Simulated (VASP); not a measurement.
# ErC3 (F-43m) in VASP: single point with PBE

Aim: the single point of ErC3 with PBE.

All numbers are computed with VASP 6.6.1; they aren't measurements. Logs are shortened: lines on timing, memory, paths and dates and some standing lists are left out, and cuts for length are marked.

### Step 1. The cell of the first run

Symmetry: F-43m, No. 216, cubic system. Conventional cell: a = 7.258 Å, b = 7.258 Å, c = 7.258 Å, α = 90.00°, β = 90.00°, γ = 90.00°. Er (site symmetry -43m) has 12 C at 2.64 Å and 4 Er at 3.14 Å within 3.5 Å. Er (site symmetry -43m) has 6 C at 2.44 Å and 4 Er at 3.14 Å within 3.2 Å. Within 2.2 Å of C (site symmetry 2mm) lie 4 C at 1.68 Å.

The cell was built from a structure type or drawn by symmetry, and may not be a known phase.

### Step 2. Single point, PBE

Contents of INCAR:

```
PREC = Accurate
ENCUT = 600
EDIFF = 1E-6
ISMEAR = 0
SIGMA = 0.2
LREAL = F
LASPH = T
NELM = 200
ALGO = Normal
ISIF = 2
LWAVE = F
LCHARG = F
GGA = PE
NBANDS = 31
GGA_COMPAT = F
LMAXMIX = 6
```

Contents of KPOINTS:

```
Automatic mesh
0
Gamma
  4 4 4
```

Contents of POSCAR:

```
ErC3
1.0
    0.0000000000      3.6291870809      3.6291870809
    3.6291870809      0.0000000000      3.6291870809
    3.6291870809      3.6291870809      0.0000000000
Er C
2 6
Direct
    0.5000000000      0.5000000000      0.5000000000
    0.7500000000      0.7500000000      0.7500000000
    0.4135116886      0.0864883114      0.0864883114
    0.0864883114      0.4135116886      0.4135116886
    0.0864883114      0.4135116886      0.0864883114
    0.4135116886      0.0864883114      0.4135116886
    0.0864883114      0.0864883114      0.4135116886
    0.4135116886      0.4135116886      0.0864883114
```

Potentials or basis: VASP PAW PBE potentials, release 64 (Er_3, C), 4f in core.

Launch:

```
cat potpaw_PBE.64/Er_3/POTCAR potpaw_PBE.64/C/POTCAR > POTCAR
mpirun -np 1 vasp_std > vasp.out
```

OUTCAR:

```text
PREC = Accurate
   ENCUT = 600
   EDIFF = 1E-6
   ISMEAR = 0
   LREAL = F
   LASPH = T
   NELM = 200
   ISIF = 2
   GGA = PE

 ion  position               nearest neighbor table
   1  0.500  0.500  0.500-   4 2.64   6 2.64   8 2.64   3 2.64   5 2.64   7 2.64   3 2.64   5 2.64
                             7 2.64   4 2.64   6 2.64   8 2.64   2 3.14   2 3.14   2 3.14   2 3.14
   2  0.750  0.750  0.750-   3 2.44   4 2.44   5 2.44   6 2.44   7 2.44   8 2.44   1 3.14   1 3.14
                             1 3.14   1 3.14
   3  0.414  0.086  0.086-   5 1.68   6 1.68   7 1.68   8 1.68   2 2.44   1 2.64   1 2.64
   4  0.086  0.414  0.414-   5 1.68   6 1.68   7 1.68   8 1.68   2 2.44   1 2.64   1 2.64
   5  0.086  0.414  0.086-   3 1.68   4 1.68   7 1.68   8 1.68   2 2.44   1 2.64   1 2.64
   6  0.414  0.086  0.414-   3 1.68   4 1.68   7 1.68   8 1.68   2 2.44   1 2.64   1 2.64
   7  0.086  0.086  0.414-   3 1.68   4 1.68   5 1.68   6 1.68   2 2.44   1 2.64   1 2.64
   8  0.414  0.414  0.086-   3 1.68   4 1.68   5 1.68   6 1.68   2 2.44   1 2.64   1 2.64

  LATTYP: Found a face centered cubic cell.
 ALAT       =     7.2583741618

  Lattice vectors:

 A1 = (   0.0000000000,   3.6291870809,   3.6291870809)
 A2 = (   3.6291870809,   0.0000000000,   3.6291870809)
 A3 = (   3.6291870809,   3.6291870809,   0.0000000000)

Analysis of symmetry for initial positions (statically):
=====================================================================
 Subroutine PRICEL returns:
 Original cell was already a primitive cell.

 Routine SETGRP: Setting up the symmetry group for a
 face centered cubic supercell.

 Subroutine GETGRP returns: Found 24 space group operations
 (whereof 24 operations were pure point group operations)
 out of a pool of 48 trial point group operations.

The static configuration has the point symmetry T_d .

Analysis of symmetry for dynamics (positions and initial velocities):
=====================================================================
 Subroutine PRICEL returns:
 Original cell was already a primitive cell.

 Routine SETGRP: Setting up the symmetry group for a
 face centered cubic supercell.

 Subroutine GETGRP returns: Found 24 space group operations
 (whereof 24 operations were pure point group operations)
 out of a pool of 48 trial point group operations.

The dynamic configuration has the point symmetry T_d .

 Subroutine INISYM returns: Found 24 space group operations
 (whereof 24 operations are pure point group operations),
 and found     1 'primitive' translations

----------------------------------------------------------------------------------------

                                     Primitive cell

  volume of cell :      95.6000

  direct lattice vectors                    reciprocal lattice vectors
     0.000000000  3.629187081  3.629187081    -0.137771900  0.137771900  0.137771900
     3.629187081  0.000000000  3.629187081     0.137771900 -0.137771900  0.137771900
     3.629187081  3.629187081  0.000000000     0.137771900  0.137771900 -0.137771900

  length of vectors
     5.132445590  5.132445590  5.132445590     0.238627931  0.238627931  0.238627931

  position of ions in fractional coordinates (direct lattice)
     0.500000000  0.500000000  0.500000000
     0.750000000  0.750000000  0.750000000
     0.413511689  0.086488311  0.086488311
     0.086488311  0.413511689  0.413511689
     0.086488311  0.413511689  0.086488311
     0.413511689  0.086488311  0.413511689
     0.086488311  0.086488311  0.413511689
     0.413511689  0.413511689  0.086488311

  ion indices of the primitive-cell ions
   primitive index   ion index
                 1           1
                 2           2
                 3           3
                 4           4
                 5           5
                 6           6
                 7           7
                 8           8

----------------------------------------------------------------------------------------

 KPOINTS: Automatic mesh

Automatic generation of k-mesh.
 Grid dimensions read from file:
 generate k-points for:    4    4    4

 Generating k-lattice:

  Cartesian coordinates                     Fractional coordinates (reciprocal lattice)
    -0.034442975  0.034442975  0.034442975     0.250000000  0.000000000  0.000000000
     0.034442975 -0.034442975  0.034442975     0.000000000  0.250000000  0.000000000
     0.034442975  0.034442975 -0.034442975     0.000000000  0.000000000  0.250000000

  Length of vectors
     0.059656983  0.059656983  0.059656983

  Shift w.r.t. Gamma in fractional coordinates (k-lattice)
     0.000000000  0.000000000  0.000000000

 Subroutine IBZKPT returns following result:
 ===========================================

 Found      8 irreducible k-points:

 Following reciprocal coordinates:
            Coordinates               Weight
  0.000000  0.000000  0.000000      1.000000
  0.250000  0.000000  0.000000      8.000000
  0.500000  0.000000  0.000000      4.000000
  0.250000  0.250000  0.000000      6.000000
  0.500000  0.250000  0.000000     24.000000
 -0.250000  0.250000  0.000000     12.000000
  0.500000  0.500000  0.000000      3.000000
 -0.250000  0.500000  0.250000      6.000000
   k-points           NKPTS =      8   k-points in BZ     NKDIM =      8   number of bands    NBANDS=     31
   number of dos      NEDOS =    301   number of ions     NIONS =      8
   total plane-waves  NPLWV =  74088
   dimension x,y,z NGX =    42 NGY =   42 NGZ =   42
   dimension x,y,z NGXF=    84 NGYF=   84 NGZF=   84
   ions per type =               2   6
   NGX,Y,Z   is equivalent  to a cutoff of  13.60, 13.60, 13.60 a.u.
   NGXF,Y,Z  is equivalent  to a cutoff of  27.21, 27.21, 27.21 a.u.
 SYSTEM =  unknown system
   PREC   = accura    normal or accurate (medium, high low for compatibility)
   ISTART =      0    job   : 0-new  1-cont  2-samecut
   ICHARG =      2    charge: 1-file 2-atom 10-const
   ISPIN  =      1    spin polarized calculation?
   LNONCOLLINEAR =      F non collinear calculations
   LSORBIT =      F    spin-orbit coupling
   LASPH  =      T    aspherical Exc in radial PAW
   ENCUT  =  600.0 eV  44.10 Ry    6.64 a.u.  10.25 10.25 10.25*2*pi/ulx,y,z
   NELM   =    200;   NELMIN=  2; NELMDL= -5     # of ELM steps
   EDIFF  = 0.1E-05   stopping-criterion for ELM
   LREAL  =      F    real-space projection
   EDIFFG = 0.1E-04   stopping-criterion for IOM
   NSW    =      0    number of steps for IOM
   IBRION =     -1    ionic relax: 0-MD 1-quasi-New 2-CG
   NFREE  =      0    steps in history (QN), initial steepest desc. (CG)
   ISIF   =      2    stress and relaxation
   ISYM   =      2    0-nonsym 1-usesym 2-fastsym
   POTIM  = 0.5000    time-step for ionic-motion
   TEBEG  =    0.0;   TEEND  =   0.0 temperature during run
   PSTRESS=    0.0 pullay stress
   NELECT =      42.0000    total number of electrons
   NUPDOWN=      -1.0000    fix difference up-down
   EMIN   =  10.00;   EMAX   =-10.00  energy-range for DOS
   EFERMI =   0.00;   METHOD = LEGACY
   ISMEAR =     0;   SIGMA  =   0.20  broadening in eV -4-tet -1-fermi 0-gaus
   EFERMI_NEDOS =   21; number of points for ismear=-14 and -15
   IALGO  =     38    algorithm
   IMIX   =      4    mixing-type and parameters
     AMIX     =   0.40;   BMIX     =  1.00
     AMIX_MAG =   1.60;   BMIX_MAG =  1.00
  volume/ion in A,a.u.               =      11.95        80.64
  Fermi-wavevector in a.u.,A,eV,Ry     =   1.244530  2.351820 21.073438  1.548854
  Thomas-Fermi vector in A             =   2.378792
   LORBIT       =      0    0 simple, 1 ext, 2 COOP (PROOUT), +10 PAW based schemes
   GGA     = PE    functional components
   LHFCALC =     F    Hartree Fock is set to
   AEXX    =    0.0000 exact exchange contribution
   IVDW    =     0    specifies the selected vdW correction
   LEPSILON=     F    determine dielectric tensor
   LRPA    =     F    only Hartree local field effects (RPA)
 non-spin polarized calculation
 Gauss-broadening in eV      SIGMA  =   0.20
  energy-cutoff  :      600.00
  volume of cell :       95.60
 maximum number of plane-waves:      3250
 NGX is ok and might be reduce to    42
   NGX = 21   NGY = 21   NGZ = 21

 number of electron      42.0000002 magnetization

 Free energy of the ion-electron system (eV)
  ---------------------------------------------------
  ext. energy  EPLUGINS =         0.00000000
  ---------------------------------------------------
  free energy    TOTEN  =       -55.78455936 eV

  energy without entropy =      -55.73894569  energy(sigma->0) =      -55.76175252

 E-fermi :   5.4065     XC(G=0): -10.8786

 val. band max:        5.2889789090   @ k =   0.2500   0.2500   0.0000
 cond. band min:       5.4205910124   @ k =   0.5000   0.0000   0.0000
 fundamental gap:      0.1316121034
 Fermi energy:         5.4065218526

 k-point     1 :       0.0000    0.0000    0.0000
  band No.  band energies     occupation
      1     -19.3748      2.00000
      2     -19.3748      2.00000
      3     -19.3748      2.00000
      4     -18.5068      2.00000
      5     -18.5068      2.00000
      6     -18.5068      2.00000
[... 23 lines left out ...]
     30      10.9511      0.00000
     31      11.0197      0.00000

 k-point     2 :       0.2500    0.0000    0.0000
  band No.  band energies     occupation
      1     -19.4250      2.00000
      2     -19.3966      2.00000
      3     -19.3966      2.00000
      4     -18.5209      2.00000
      5     -18.4845      2.00000
      6     -18.4845      2.00000
[... 23 lines left out ...]
     30      10.2653      0.00000
     31      11.6075      0.00000

 k-point     3 :       0.5000    0.0000    0.0000
  band No.  band energies     occupation
      1     -19.4866      2.00000
      2     -19.4172      2.00000
      3     -19.4172      2.00000
      4     -18.5044      2.00000
      5     -18.4633      2.00000
      6     -18.4633      2.00000
[... 159 lines left out ...]
     30      10.6319      0.00000
     31      10.6602      0.00000

 k-point     8 :      -0.2500    0.5000    0.2500
  band No.  band energies     occupation
      1     -19.5464      2.00000
      2     -19.4713      2.00000
      3     -19.3384      2.00000
      4     -18.5769      2.00000
      5     -18.4194      2.00000
      6     -18.4181      2.00000
[... 23 lines left out ...]
     30      10.7634      0.00000
     31      10.9379      0.00000

------------------------ aborting loop because EDIFF is reached ----------------------------------------

  FORCE on cell =-STRESS in cart. coord.  units (eV):
  Direction    XX          YY          ZZ          XY          YZ          ZX
  --------------------------------------------------------------------------------------
  -------------------------------------------------------------------------------------
  Total        0.3266832      0.3266832      0.3266832      0.0000000     -0.0000000      0.0000000
  in kB        5.4749396      5.4749396      5.4749396      0.0000000     -0.0000000      0.0000000
  external PRESSURE =       5.4749396 kB  Pullay stress =       0.0000000 kB

 VOLUME and BASIS-vectors are now :
 -----------------------------------------------------------------------------
  energy-cutoff  :      600.00
  volume of cell :       95.60
      direct lattice vectors                 reciprocal lattice vectors
     0.000000000  3.629187081  3.629187081    -0.137771900  0.137771900  0.137771900
     3.629187081  0.000000000  3.629187081     0.137771900 -0.137771900  0.137771900
     3.629187081  3.629187081  0.000000000     0.137771900  0.137771900 -0.137771900

 POSITION                                       TOTAL-FORCE (eV/Angst)
 -----------------------------------------------------------------------------------
      3.62919      3.62919      3.62919         0.000000     -0.000000      0.000000
      5.44378      5.44378      5.44378         0.000000     -0.000000      0.000000
      0.62776      1.81459      1.81459        -0.022624     -0.000000      0.000000
      3.00142      1.81459      1.81459         0.022624     -0.000000      0.000000
      1.81459      0.62776      1.81459         0.000000     -0.022624      0.000000
      1.81459      3.00142      1.81459         0.000000      0.022624      0.000000
      1.81459      1.81459      0.62776         0.000000     -0.000000     -0.022624
      1.81459      1.81459      3.00142         0.000000     -0.000000      0.022624
 -----------------------------------------------------------------------------------
    total drift:                               -0.000000     -0.000000     -0.000000

  FREE ENERGIE OF THE ION-ELECTRON SYSTEM (eV)
  ---------------------------------------------------
  free  energy   TOTEN  =       -55.7845593575 eV

  energy  without entropy=      -55.7389456887  energy(sigma->0) =      -55.76175252
```

Wall time 30 s (1 thread of AMD EPYC 9R45 (Zen 5), shared host); peak memory 0.23 GiB.

What came out:

```
Free energy            : -55.7846 eV
Pressure               : 0.5 GPa
Largest force          : 0.023 eV/Å
Band gap on the k mesh : zero (bands 21 and 22 overlap by 1.59 eV)
```

Forces in eV/Å, atoms in the order of the input:
```
Er   0.000  0.000  0.000
Er   0.000  0.000  0.000
C   -0.023  0.000  0.000
C    0.023  0.000  0.000
C    0.000 -0.023  0.000
C    0.000  0.023  0.000
C    0.000  0.000 -0.023
C    0.000  0.000  0.023
```

Caveat: the k points lie up to 0.37 Å⁻¹ apart, too coarse for converged energies and pressures of a metal; spin-orbit coupling is left out, which moves the levels of the heavy elements; the 4f electrons are frozen in the core, so they carry no moment and show no levels. Spin polarisation is off, so any magnetic state and its effect on volume and gap are missing.
